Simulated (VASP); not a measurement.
# Ge2Sb2Te5 (P-3m1) in VASP: a series of runs, part 2 of 2

VASP 6.6.1. Earlier steps stand in the parts before.

## 3. Single point, PBE

This run uses another cell than the first one, of 32.03 Å³/atom.

Input file INCAR:

```
SYSTEM = Ge2Sb2Te5
PREC = Accurate
ENCUT = 520
EDIFF = 1E-7
ISMEAR = 0
SIGMA = 0.03
LREAL = .FALSE.
LASPH = .TRUE.
NELM = 60
ALGO = Normal
ISIF = 2
LWAVE = .FALSE.
LCHARG = .TRUE.
GGA = PE
LELF = .TRUE.
LVHAR = .TRUE.
NBANDS = 44
```

Input file KPOINTS:

```
regular mesh
0
G
  9 9 2
  0 0 0
```

Input file POSCAR:

```
Ge2Sb2Te5
1.0
    4.3635000000      0.0000000000      0.0000000000
   -2.1817500000      3.7789018494      0.0000000000
    0.0000000000      0.0000000000     17.4837000000
Ge Sb Te
2 2 5
Direct
    0.0000000000      0.0000000000      0.3314713560
    0.0000000000      0.0000000000      0.6685286440
    0.3333333333      0.6666666667      0.1121550832
    0.6666666667      0.3333333333      0.8878449168
    0.0000000000      0.0000000000      0.0000000000
    0.3333333333      0.6666666667      0.7913602895
    0.6666666667      0.3333333333      0.2086397105
    0.3333333333      0.6666666667      0.4097504733
    0.6666666667      0.3333333333      0.5902495267
```

Potentials or basis: VASP PAW PBE potentials, release 64 (Ge_d, Sb, Te).

Run with:

```
> cat potpaw_PBE.64/Ge_d/POTCAR potpaw_PBE.64/Sb/POTCAR potpaw_PBE.64/Te/POTCAR > POTCAR
> mpirun -np 1 vasp_std > vasp.out
```

OUTCAR:

```text
SYSTEM = Ge2Sb2Te5
   PREC = Accurate
   ENCUT = 520
   EDIFF = 1E-7
   ISMEAR = 0
   LREAL = .FALSE.
   LASPH = .TRUE.
   NELM = 60
   ISIF = 2
   GGA = PE

 ion  position               nearest neighbor table
   1  0.000  0.000  0.331-   8 2.87   8 2.87   8 2.87
   2  0.000  0.000  0.669-   9 2.87   9 2.87   9 2.87
   3  0.333  0.667  0.112-   7 3.03   7 3.03   7 3.03   5 3.19   5 3.19   5 3.19
   4  0.667  0.333  0.888-   6 3.03   6 3.03   6 3.03   5 3.19   5 3.19   5 3.19
   5  0.000  0.000  0.000-   3 3.19   4 3.19   3 3.19   4 3.19   4 3.19   3 3.19
   6  0.333  0.667  0.791-   4 3.03   4 3.03   4 3.03
   7  0.667  0.333  0.209-   3 3.03   3 3.03   3 3.03
   8  0.333  0.667  0.410-   1 2.87   1 2.87   1 2.87
   9  0.667  0.333  0.590-   2 2.87   2 2.87   2 2.87

  LATTYP: Found a hexagonal cell.
 ALAT       =     4.3635000000
 C/A-ratio  =     4.0068064627

  Lattice vectors:

 A1 = (   4.3635000000,   0.0000000000,   0.0000000000)
 A2 = (  -2.1817500000,   3.7789018494,   0.0000000000)
 A3 = (   0.0000000000,   0.0000000000,  17.4837000000)

Analysis of symmetry for initial positions (statically):
=====================================================================
 Subroutine PRICEL returns:
 Original cell was already a primitive cell.

 Routine SETGRP: Setting up the symmetry group for a
 hexagonal supercell.

 Subroutine GETGRP returns: Found 12 space group operations
 (whereof 12 operations were pure point group operations)
 out of a pool of 24 trial point group operations.

The static configuration has the point symmetry D_3d.

Analysis of symmetry for dynamics (positions and initial velocities):
=====================================================================
 Subroutine PRICEL returns:
 Original cell was already a primitive cell.

 Routine SETGRP: Setting up the symmetry group for a
 hexagonal supercell.

 Subroutine GETGRP returns: Found 12 space group operations
 (whereof 12 operations were pure point group operations)
 out of a pool of 24 trial point group operations.

The dynamic configuration has the point symmetry D_3d.

 Subroutine INISYM returns: Found 12 space group operations
 (whereof 12 operations are pure point group operations),
 and found     1 'primitive' translations

----------------------------------------------------------------------------------------

                                     Primitive cell

  volume of cell :     288.2929

  direct lattice vectors                    reciprocal lattice vectors
     4.363500000  0.000000000  0.000000000     0.229173828  0.132313571  0.000000000
    -2.181750000  3.778901849  0.000000000     0.000000000  0.264627143  0.000000000
     0.000000000  0.000000000 17.483700000     0.000000000  0.000000000  0.057196131

  length of vectors
     4.363500000  4.363500000 17.483700000     0.264627143  0.264627143  0.057196131

  position of ions in fractional coordinates (direct lattice)
     0.000000000  0.000000000  0.331471356
     0.000000000  0.000000000  0.668528644
     0.333333333  0.666666667  0.112155083
     0.666666667  0.333333333  0.887844917
     0.000000000  0.000000000  0.000000000
[... 47 lines left out ...]
  0.222222 -0.000000  0.000000      6.000000
  0.333333 -0.000000  0.000000      6.000000
  0.444444 -0.000000  0.000000      6.000000
  0.111111  0.111111  0.000000      6.000000
[... 16 lines left out ...]
  0.333333  0.222222  0.500000     12.000000
  0.333333  0.333333  0.500000      2.000000
   k-points           NKPTS =     24   k-points in BZ     NKDIM =     24   number of bands    NBANDS=     44
   number of dos      NEDOS =    301   number of ions     NIONS =      9
   total plane-waves  NPLWV = 143360
   dimension x,y,z NGX =    32 NGY =   32 NGZ =  140
   dimension x,y,z NGXF=    64 NGYF=   64 NGZF=  280
   ions per type =               2   2   5
   NGX,Y,Z   is equivalent  to a cutoff of  12.19, 12.19, 13.31 a.u.
   NGXF,Y,Z  is equivalent  to a cutoff of  24.38, 24.38, 26.62 a.u.
 SYSTEM =  Ge2Sb2Te5
   PREC   = accura    normal or accurate (medium, high low for compatibility)
   ISTART =      0    job   : 0-new  1-cont  2-samecut
   ICHARG =      2    charge: 1-file 2-atom 10-const
   ISPIN  =      1    spin polarized calculation?
   LNONCOLLINEAR =      F non collinear calculations
   LSORBIT =      F    spin-orbit coupling
   LASPH  =      T    aspherical Exc in radial PAW
   ENCUT  =  520.0 eV  38.22 Ry    6.18 a.u.   8.11  8.11 32.51*2*pi/ulx,y,z
   NELM   =     60;   NELMIN=  2; NELMDL= -5     # of ELM steps
   EDIFF  = 0.1E-06   stopping-criterion for ELM
   LREAL  =      F    real-space projection
   EDIFFG = 0.1E-05   stopping-criterion for IOM
   NSW    =      0    number of steps for IOM
   IBRION =     -1    ionic relax: 0-MD 1-quasi-New 2-CG
   NFREE  =      0    steps in history (QN), initial steepest desc. (CG)
   ISIF   =      2    stress and relaxation
   ISYM   =      2    0-nonsym 1-usesym 2-fastsym
   POTIM  = 0.5000    time-step for ionic-motion
   TEBEG  =    0.0;   TEEND  =   0.0 temperature during run
   PSTRESS=    0.0 pullay stress
   NELECT =      68.0000    total number of electrons
   NUPDOWN=      -1.0000    fix difference up-down
   EMIN   =  10.00;   EMAX   =-10.00  energy-range for DOS
   EFERMI =   0.00;   METHOD = LEGACY
   ISMEAR =     0;   SIGMA  =   0.03  broadening in eV -4-tet -1-fermi 0-gaus
   EFERMI_NEDOS =   21; number of points for ismear=-14 and -15
   IALGO  =     38    algorithm
   IMIX   =      4    mixing-type and parameters
     AMIX     =   0.40;   BMIX     =  1.00
     AMIX_MAG =   1.60;   BMIX_MAG =  1.00
  volume/ion in A,a.u.               =      32.03       216.17
  Fermi-wavevector in a.u.,A,eV,Ry     =   1.011501  1.911460 13.920598  1.023135
  Thomas-Fermi vector in A             =   2.144555
   LORBIT       =      0    0 simple, 1 ext, 2 COOP (PROOUT), +10 PAW based schemes
   GGA     = PE    functional components
   LHFCALC =     F    Hartree Fock is set to
   AEXX    =    0.0000 exact exchange contribution
   IVDW    =     0    specifies the selected vdW correction
   LEPSILON=     F    determine dielectric tensor
   LRPA    =     F    only Hartree local field effects (RPA)
 non-spin polarized calculation
 Gauss-broadening in eV      SIGMA  =   0.03
  energy-cutoff  :      520.00
  volume of cell :      288.29
 maximum number of plane-waves:      7794
   NGX = 17   NGY = 17   NGZ = 65

 number of electron      67.9999973 magnetization

 Free energy of the ion-electron system (eV)
  ---------------------------------------------------
  ext. energy  EPLUGINS =         0.00000000
  ---------------------------------------------------
  free energy    TOTEN  =       -33.78496990 eV

  energy without entropy =      -33.78496963  energy(sigma->0) =      -33.78496977

 E-fermi :   5.6205     XC(G=0):  -9.1469

 val. band max:        5.5315851553   @ k =   0.1111   0.0000   0.0000
 cond. band min:       5.7019443010   @ k =   0.0000   0.0000   0.0000
 fundamental gap:      0.1703591457
 Fermi energy:         5.6204599911

 k-point     1 :       0.0000    0.0000    0.0000
  band No.  band energies     occupation
      1     -19.1335      2.00000
      2     -19.1335      2.00000
      3     -19.1335      2.00000
      4     -19.1335      2.00000
      5     -19.1243      2.00000
      6     -19.1243      2.00000
[... 1117 lines left out ...]
     43       9.6363      0.00000
     44       9.8106      0.00000

------------------------ aborting loop because EDIFF is reached ----------------------------------------

  FORCE on cell =-STRESS in cart. coord.  units (eV):
  Direction    XX          YY          ZZ          XY          YZ          ZX
  --------------------------------------------------------------------------------------
  -------------------------------------------------------------------------------------
  Total       -2.2699112     -2.2699112      0.9515085      0.0000000     -0.0000000      0.0000000
  in kB      -12.6149493    -12.6149493      5.2879741      0.0000000     -0.0000000      0.0000000
  external PRESSURE =      -6.6473082 kB  Pullay stress =       0.0000000 kB

 VOLUME and BASIS-vectors are now :
 -----------------------------------------------------------------------------
  energy-cutoff  :      520.00
  volume of cell :      288.29
      direct lattice vectors                 reciprocal lattice vectors
     4.363500000  0.000000000  0.000000000     0.229173828  0.132313571  0.000000000
    -2.181750000  3.778901849  0.000000000     0.000000000  0.264627143  0.000000000
     0.000000000  0.000000000 17.483700000     0.000000000  0.000000000  0.057196131

 POSITION                                       TOTAL-FORCE (eV/Angst)
 -----------------------------------------------------------------------------------
      0.00000      0.00000      5.79535         0.000000     -0.000000     -0.011811
      0.00000      0.00000     11.68835        -0.000000      0.000000      0.011811
     -0.00000      2.51927      1.96089        -0.000000     -0.000000     -0.002757
      2.18175      1.25963     15.52281         0.000000      0.000000      0.002757
      0.00000      0.00000      0.00000         0.000000      0.000000      0.000000
     -0.00000      2.51927     13.83591         0.000000      0.000000     -0.041809
      2.18175      1.25963      3.64779         0.000000      0.000000      0.041809
     -0.00000      2.51927      7.16395         0.000000      0.000000      0.096997
      2.18175      1.25963     10.31975        -0.000000     -0.000000     -0.096997
 -----------------------------------------------------------------------------------
    total drift:                                0.000000     -0.000000      0.000000

  FREE ENERGIE OF THE ION-ELECTRON SYSTEM (eV)
  ---------------------------------------------------
  free  energy   TOTEN  =       -33.7849699038 eV

  energy  without entropy=      -33.7849696267  energy(sigma->0) =      -33.78496977
```

Wall time 12 min (1 thread of Oxide Virtual Turin-like, shared host); peak memory 0.52 GiB.

What came out:

```yaml
Free_energy: -33.7850 eV
Pressure: -0.7 GPa
Largest_force: 0.097 eV/Å
Band_gap_on_the_k_mesh: 0.17 eV (least direct gap 0.22 eV)
```

Forces on the atoms (eV/Å):
```
Ge   0.000  0.000 -0.012
Ge   0.000  0.000  0.012
Sb   0.000  0.000 -0.003
Sb   0.000  0.000  0.003
Te   0.000  0.000  0.000
Te   0.000  0.000 -0.042
Te   0.000  0.000  0.042
Te   0.000  0.000  0.097
Te   0.000  0.000 -0.097
```

Stress tensor (GPa, compression positive):
```
-1.26  0.00  0.00
 0.00 -1.26  0.00
 0.00  0.00  0.53
```

Caveat: semilocal functionals underestimate gaps, and a narrow one can read as zero; spin-orbit coupling is left out, which moves the levels of the heavy elements; this functional lacks dispersion, which binds layers or chains, so the pressure and a relaxed spacing across them are unreliable.

## 4. Single point, PBE

This run uses another cell than the first one, of 32.17 Å³/atom.

Input file INCAR:

```
ALGO = Normal
EDIFF = 1E-6
ENCUT = 520
GGA = PE
ISIF = 2
ISMEAR = 0
LASPH = True
LCHARG = False
LREAL = False
LWAVE = False
NBANDS = 44
NELM = 60
PREC = Accurate
SIGMA = 0.03
```

Input file KPOINTS:

```
k-points
0
Gamma
  9 9 2
```

Edit POSCAR of step 3 so:

```diff
@@ -2,5 +2,5 @@
 1.0
-    4.3635000000      0.0000000000      0.0000000000
-   -2.1817500000      3.7789018494      0.0000000000
-    0.0000000000      0.0000000000     17.4837000000
+    4.2639992940      0.0000000000      0.0000000000
+   -2.1319996470      3.6927317103      0.0000000000
+    0.0000000000      0.0000000000     18.3880000000
 Ge Sb Te
```

Run with:

```
> cat potpaw_PBE.64/Ge_d/POTCAR potpaw_PBE.64/Sb/POTCAR potpaw_PBE.64/Te/POTCAR > POTCAR
> mpirun -np 1 vasp_std > vasp.out
```

Wall time 11 min (1 thread of Oxide Virtual Turin-like, shared host); peak memory 0.51 GiB.

The run converged. Its results:

* Free energy: -33.8405 eV
* Pressure: -0.7 GPa
* Largest force: 0.126 eV/Å
* Band gap on the k mesh: 0.13 eV (least direct gap 0.21 eV)

Forces on the atoms (eV/Å):
```
Ge   0.000  0.000  0.075
Ge   0.000  0.000 -0.075
Sb   0.000  0.000  0.026
Sb   0.000  0.000 -0.026
Te   0.000  0.000  0.000
Te   0.000  0.000  0.126
Te   0.000  0.000 -0.126
Te   0.000  0.000 -0.123
Te   0.000  0.000  0.123
```

Stress tensor (GPa, compression positive):
```
-0.55  0.00  0.00
 0.00 -0.55  0.00
 0.00  0.00 -1.05
```

Levels at points of the mesh, in eV from the valence-band top:
```csv
k point,band 31,band 32,band 33,band 34,band 35,band 36,band 37,band 38
"(0.00, 0.00, 0.00)",-1.27,-1.21,-1.07,0.00,0.21,0.25,0.25,1.11
"(0.00, 0.00, 0.50)",-1.33,-1.33,-0.91,-0.03,0.22,0.26,0.26,1.08
```

Caveat: semilocal functionals underestimate gaps, and a narrow one can read as zero; spin-orbit coupling is left out, which moves the levels of the heavy elements; this functional lacks dispersion, which binds layers or chains, so the pressure and a relaxed spacing across them are unreliable. A k mesh can miss the band edges.

## 5. Summary

```csv
cell,gap on the mesh (eV),pressure (GPa),largest force (eV/Å)
"a = 4.364, b = 4.363, c = 17.182 Å, angles 90.0, 90.0, 120.0°, 9 atoms",0.13,0.1,0.22
"a = 4.364, b = 4.363, c = 17.484 Å, angles 90.0, 90.0, 120.0°, 9 atoms",0.17,-0.7,0.10
"a = 4.264, b = 4.264, c = 18.388 Å, angles 90.0, 90.0, 120.0°, 9 atoms",0.13,-0.7,0.13
```

Alike in all rows: task single point; level PBE; potentials or basis VASP PAW PBE potentials, release 64 (Ge_d, Sb, Te); no spin polarisation; k mesh 9 × 9 × 2; cutoff (eV) 520; smearing gaussian 0.03 eV.

Caveats: semilocal functionals underestimate gaps, and a narrow one can read as zero; spin-orbit coupling is left out, which moves the levels of the heavy elements; this functional lacks dispersion, which binds layers or chains, so the pressure and a relaxed spacing across them are unreliable.

Total energies depend on the potentials used, so only differences within one code and one set of settings carry meaning.
